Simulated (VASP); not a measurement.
# BP (rocksalt type) (Fm-3m) in VASP: a series of runs

The runs below take BP (rocksalt type) through single point, with PBEsol.

Program: VASP 6.6.1. These are calculated values, not measurements. Logs are shortened: lines on timing, memory, paths and dates and some standing lists are left out, and cuts for length are marked.

## (1) The cell of the first run

Symmetry: Fm-3m, No. 225, cubic system. The conventional cell has a = 3.845 Å, b = 3.845 Å, c = 3.845 Å, α = 90.00°, β = 90.00°, γ = 90.00°. B (site symmetry m-3m) has 6 P at 1.92 Å within 2.5 Å. P (site symmetry m-3m) has 6 B at 1.92 Å within 2.5 Å.

## (2) Single point, PBEsol (7.11 Å³/atom)

File INCAR:

```
PREC = Accurate
ENCUT = 500
EDIFF = 1E-6
ISMEAR = -1
SIGMA = 0.1
LREAL = False
LASPH = True
NELM = 120
ALGO = Normal
ISIF = 2
LWAVE = False
LCHARG = False
GGA = PS
NBANDS = 11
GGA_COMPAT = False
```

File KPOINTS:

```
regular mesh
0
Gamma
  15 15 15
```

File POSCAR:

```
BP
1.0
    0.0000000000      1.9224815041      1.9224815041
    1.9224815041      0.0000000000      1.9224815041
    1.9224815041      1.9224815041      0.0000000000
B P
1 1
Direct
    0.0000000000      0.0000000000      0.0000000000
    0.5000000000      0.5000000000      0.5000000000
```

Potentials or basis: VASP PAW PBE potentials, release 64 (B, P).

The run is started by

```
> cat potpaw_PBE.64/B/POTCAR potpaw_PBE.64/P/POTCAR > POTCAR
> mpirun -np 1 vasp_std > vasp.out
```

OUTCAR:

```text
PREC = Accurate
   ENCUT = 500
   EDIFF = 1E-6
   ISMEAR = -1
   LREAL = False
   LASPH = True
   NELM = 120
   ISIF = 2
   GGA = PS

 ion  position               nearest neighbor table
   1  0.000  0.000  0.000-   2 1.92   2 1.92   2 1.92   2 1.92   2 1.92   2 1.92
   2  0.500  0.500  0.500-   1 1.92   1 1.92   1 1.92   1 1.92   1 1.92   1 1.92

  LATTYP: Found a face centered cubic cell.
 ALAT       =     3.8449630082

  Lattice vectors:

 A1 = (   0.0000000000,   1.9224815041,   1.9224815041)
 A2 = (   1.9224815041,   0.0000000000,   1.9224815041)
 A3 = (   1.9224815041,   1.9224815041,   0.0000000000)

Analysis of symmetry for initial positions (statically):
=====================================================================
 Subroutine PRICEL returns:
 Original cell was already a primitive cell.

 Routine SETGRP: Setting up the symmetry group for a
 face centered cubic supercell.

 Subroutine GETGRP returns: Found 48 space group operations
 (whereof 48 operations were pure point group operations)
 out of a pool of 48 trial point group operations.

The static configuration has the point symmetry O_h .

Analysis of symmetry for dynamics (positions and initial velocities):
=====================================================================
 Subroutine PRICEL returns:
 Original cell was already a primitive cell.

 Routine SETGRP: Setting up the symmetry group for a
 face centered cubic supercell.

 Subroutine GETGRP returns: Found 48 space group operations
 (whereof 48 operations were pure point group operations)
 out of a pool of 48 trial point group operations.

The dynamic configuration has the point symmetry O_h .

 Subroutine INISYM returns: Found 48 space group operations
 (whereof 48 operations are pure point group operations),
 and found     1 'primitive' translations

----------------------------------------------------------------------------------------

                                     Primitive cell

  volume of cell :      14.2107

  direct lattice vectors                    reciprocal lattice vectors
     0.000000000  1.922481504  1.922481504    -0.260080526  0.260080526  0.260080526
     1.922481504  0.000000000  1.922481504     0.260080526 -0.260080526  0.260080526
     1.922481504  1.922481504  0.000000000     0.260080526  0.260080526 -0.260080526

  length of vectors
     2.718799417  2.718799417  2.718799417     0.450472684  0.450472684  0.450472684

[... 81 lines left out ...]
   LREAL  =      F    real-space projection
   EDIFFG = 0.1E-04   stopping-criterion for IOM
   NSW    =      0    number of steps for IOM
   IBRION =     -1    ionic relax: 0-MD 1-quasi-New 2-CG
   NFREE  =      0    steps in history (QN), initial steepest desc. (CG)
   ISIF   =      2    stress and relaxation
   ISYM   =      2    0-nonsym 1-usesym 2-fastsym
   POTIM  = 0.5000    time-step for ionic-motion
   TEBEG  =    0.0;   TEEND  =   0.0 temperature during run
   PSTRESS=    0.0 pullay stress
   NELECT =       8.0000    total number of electrons
   NUPDOWN=      -1.0000    fix difference up-down
   EMIN   =  10.00;   EMAX   =-10.00  energy-range for DOS
   EFERMI =   0.00;   METHOD = LEGACY
   ISMEAR =    -1;   SIGMA  =   0.10  broadening in eV -4-tet -1-fermi 0-gaus
   EFERMI_NEDOS =   21; number of points for ismear=-14 and -15
   IALGO  =     38    algorithm
   IMIX   =      4    mixing-type and parameters
     AMIX     =   0.40;   BMIX     =  1.00
     AMIX_MAG =   1.60;   BMIX_MAG =  1.00
  volume/ion in A,a.u.               =       7.11        47.95
  Fermi-wavevector in a.u.,A,eV,Ry     =   1.351759  2.554454 24.861284  1.827253
  Thomas-Fermi vector in A             =   2.479154
   LORBIT       =      0    0 simple, 1 ext, 2 COOP (PROOUT), +10 PAW based schemes
   GGA     = PS    functional components
   LHFCALC =     F    Hartree Fock is set to
   AEXX    =    0.0000 exact exchange contribution
   IVDW    =     0    specifies the selected vdW correction
   LEPSILON=     F    determine dielectric tensor
   LRPA    =     F    only Hartree local field effects (RPA)
 non-spin polarized calculation
  energy-cutoff  :      500.00
  volume of cell :       14.21
 maximum number of plane-waves:       370
   NGX =  9   NGY =  9   NGZ =  9

 number of electron       7.9999999 magnetization

 Free energy of the ion-electron system (eV)
  ---------------------------------------------------
  ext. energy  EPLUGINS =         0.00000000
  ---------------------------------------------------
  free energy    TOTEN  =       -10.34526543 eV

  energy without entropy =      -10.32475619  energy(sigma->0) =      -10.33501081

 E-fermi :  15.3157     XC(G=0): -13.5525

 val. band max:       15.3076553030   @ k =   0.0667   0.0000   0.0000
 cond. band min:      15.3862362876   @ k =  -0.4000   0.3333   0.0000
 fundamental gap:      0.0785809846
 Fermi energy:        15.3156845498

 k-point     1 :       0.0000    0.0000    0.0000
  band No.  band energies     occupation
      1      -6.0364      2.00000
      2      15.4013      0.59641
      3      15.4013      0.59641
      4      15.4013      0.59641
      5      22.6773      0.00000
      6      22.6773      0.00000
      7      22.6773      0.00000
      8      26.8636      0.00000
      9      26.8636      0.00000
     10      26.8636      0.00000
     11      28.1624      0.00000
[... 309 lines left out ...]
 k-point    24 :       0.2000    0.1333    0.0000
  band No.  band energies     occupation
      1      -4.9632      2.00000
      2      12.0483      2.00000
      3      12.9666      2.00000
      4      15.1725      1.61444
      5      18.0443      0.00000
      6      20.2586      0.00000
      7      25.9659      0.00000
      8      26.7137      0.00000
      9      27.2698      0.00000
     10      27.4180      0.00000
     11      30.9403      0.00000

 [... further k-points ...]
[... 5 lines left out ...]
  --------------------------------------------------------------------------------------
  -------------------------------------------------------------------------------------
  Total        9.0734534      9.0734534      9.0734534      0.0000000     -0.0000000      0.0000000
  in kB     1022.9789264   1022.9789264   1022.9789264      0.0000000     -0.0000000      0.0000000
  external PRESSURE =    1022.9789264 kB  Pullay stress =       0.0000000 kB

 VOLUME and BASIS-vectors are now :
 -----------------------------------------------------------------------------
  energy-cutoff  :      500.00
  volume of cell :       14.21
      direct lattice vectors                 reciprocal lattice vectors
     0.000000000  1.922481504  1.922481504    -0.260080526  0.260080526  0.260080526
     1.922481504  0.000000000  1.922481504     0.260080526 -0.260080526  0.260080526
     1.922481504  1.922481504  0.000000000     0.260080526  0.260080526 -0.260080526

 POSITION                                       TOTAL-FORCE (eV/Angst)
 -----------------------------------------------------------------------------------
      0.00000      0.00000      0.00000         0.000000      0.000000     -0.000000
      1.92248      1.92248      1.92248        -0.000000     -0.000000      0.000000
 -----------------------------------------------------------------------------------
    total drift:                                0.000000      0.000000     -0.000000

  FREE ENERGIE OF THE ION-ELECTRON SYSTEM (eV)
  ---------------------------------------------------
  free  energy   TOTEN  =       -10.3452654338 eV

  energy  without entropy=      -10.3247561864  energy(sigma->0) =      -10.33501081
```

OSZICAR:

```text
N       E                     dE             d eps       ncg     rms          rms(c)
DAV:   1     0.108263669121E+02    0.10826E+02   -0.43835E+03  2680   0.679E+02
DAV:   2    -0.105333955795E+02   -0.21360E+02   -0.20665E+02  3496   0.122E+02
DAV:   3    -0.110162789095E+02   -0.48288E+00   -0.48030E+00  3235   0.145E+01
DAV:   4    -0.110171737833E+02   -0.89487E-03   -0.89475E-03  3175   0.743E-01
DAV:   5    -0.110171752987E+02   -0.15155E-05   -0.15168E-05  3162   0.288E-02    0.112E+01
DAV:   6    -0.104106676444E+02    0.60651E+00   -0.12395E+00  2974   0.546E+00    0.598E+00
DAV:   7    -0.103500871334E+02    0.60581E-01   -0.23205E-01  3209   0.248E+00    0.176E+00
DAV:   8    -0.103453588891E+02    0.47282E-02   -0.65189E-03  2920   0.477E-01    0.301E-01
DAV:   9    -0.103452659176E+02    0.92972E-04   -0.17651E-04  3121   0.981E-02    0.442E-02
DAV:  10    -0.103452660672E+02   -0.14964E-06   -0.11305E-05  3045   0.212E-02    0.197E-02
DAV:  11    -0.103452654338E+02    0.63344E-06   -0.96676E-07  1713   0.633E-03
   1 F= -.10345265E+02 E0= -.10335011E+02  d E =-.205092E-01
```

Wall time 30 s (1 thread of Intel Xeon 8259CL, shared host); peak memory 0.13 GiB.

Results:

| Item | Value |
| --- | --- |
| Free energy | -10.3453 eV |
| Pressure | 102.3 GPa |
| Band gap on the k mesh | zero (bands 4 and 5 overlap by 2.72 eV) |

Caveat: the cell stands under pressure; the PAW data sets were made with another functional, which shifts forces and pressure a little.

## (3) Single point, PBEsol (7.89 Å³/atom)

This run uses another cell than the first one, of 7.89 Å³/atom.

File INCAR:

```
PREC = Accurate
ENCUT = 500
EDIFF = 1E-6
ISMEAR = -1
SIGMA = 0.1
LREAL = F
LASPH = T
NELM = 120
ALGO = Normal
ISIF = 2
LWAVE = F
LCHARG = T
GGA = PS
LELF = T
LVHAR = T
NBANDS = 11
GGA_COMPAT = F
```

KPOINTS is that of step 2.

File POSCAR:

```
BP
1.0
    0.0000000000      1.9911990072      1.9911990072
    1.9911990072      0.0000000000      1.9911990072
    1.9911990072      1.9911990072      0.0000000000
B P
1 1
Direct
    0.0000000000      0.0000000000      0.0000000000
    0.5000000000      0.5000000000      0.5000000000
```

Potentials or basis: VASP PAW PBE potentials, release 64 (B, P).

The run is started by

```
> cat potpaw_PBE.64/B/POTCAR potpaw_PBE.64/P/POTCAR > POTCAR
> mpirun -np 1 vasp_std > vasp.out
```

Wall time 31 s (1 thread of Intel Xeon 8259CL, shared host); peak memory 0.14 GiB.

It converged, with:

```
Free energy            : -11.1175 eV
Pressure               : 57.3 GPa
Band gap on the k mesh : zero (bands 4 and 5 overlap by 3.26 eV)
```

Levels at points of the mesh, in eV from the Fermi level:
| k point | band 1 | band 2 | band 3 | band 4 | band 5 | band 6 | band 7 | band 8 |
| --- | --- | --- | --- | --- | --- | --- | --- | --- |
| (0.00, 0.00, 0.00) | -19.88 | 0.09 | 0.09 | 0.09 | 7.58 | 7.58 | 7.58 | 10.60 |

Caveat: the cell stands under pressure; the PAW data sets were made with another functional, which shifts forces and pressure a little.

## (4) Single point, PBEsol (9.87 Å³/atom)

This run uses another cell than the first one, of 9.87 Å³/atom.

File INCAR:

```
SYSTEM = BP
ALGO = Normal
EDIFF = 1E-6
ENCUT = 500
GGA = PS
GGA_COMPAT = .FALSE.
ISIF = 2
ISMEAR = -1
LASPH = .TRUE.
LCHARG = .TRUE.
LELF = .TRUE.
LREAL = .FALSE.
LVHAR = .TRUE.
LWAVE = .FALSE.
NBANDS = 11
NELM = 120
PREC = Accurate
SIGMA = 0.1
```

File KPOINTS:

```
k-points
0
G
  15 15 15
  0 0 0
```

File POSCAR:

```
BP
1.0
    0.0000000000      2.1449541079      2.1449541079
    2.1449541079      0.0000000000      2.1449541079
    2.1449541079      2.1449541079      0.0000000000
B P
1 1
Direct
    0.0000000000      0.0000000000      0.0000000000
    0.5000000000      0.5000000000      0.5000000000
```

The run is started by

```
> cat potpaw_PBE.64/B/POTCAR potpaw_PBE.64/P/POTCAR > POTCAR
> mpirun -np 1 vasp_std > vasp.out
```

Wall time 37 s (1 thread of Intel Xeon 8259CL, shared host); peak memory 0.15 GiB.

Results (log left out):

| Item | Value |
| --- | --- |
| Free energy | -11.7149 eV |
| Pressure | 0.2 GPa |
| Band gap on the k mesh | zero (bands 4 and 5 overlap by 4.11 eV) |

Levels at points of the mesh, in eV from the Fermi level:
| k point | band 1 | band 2 | band 3 | band 4 | band 5 | band 6 | band 7 | band 8 |
| --- | --- | --- | --- | --- | --- | --- | --- | --- |
| (0.00, 0.00, 0.00) | -17.16 | 0.02 | 0.02 | 0.02 | 6.92 | 7.86 | 7.86 | 7.86 |

Caveat: the PAW data sets were made with another functional, which shifts forces and pressure a little.

## (5) The runs side by side

| cell | gap on the mesh (eV) | pressure (GPa) |
| --- | --- | --- |
| a = 2.719 Å, angles 60.0°, 2 atoms | none | 102.3 |
| a = 2.816 Å, angles 60.0°, 2 atoms | none | 57.3 |
| a = 3.033 Å, angles 60.0°, 2 atoms | none | 0.2 |

Alike in all rows: task single point; level PBEsol; potentials or basis VASP PAW PBE potentials, release 64 (B, P); no spin polarisation; k mesh 15 × 15 × 15; cutoff (eV) 500; smearing fermi-dirac 0.1 eV.

Caveats: the PAW data sets were made with another functional, which shifts forces and pressure a little; the cell stands under pressure (at least some runs).

Absolute energies hang on the potentials; compare differences alone.

The gap in the log of VASP goes by the Fermi energy; the results here count the filled bands.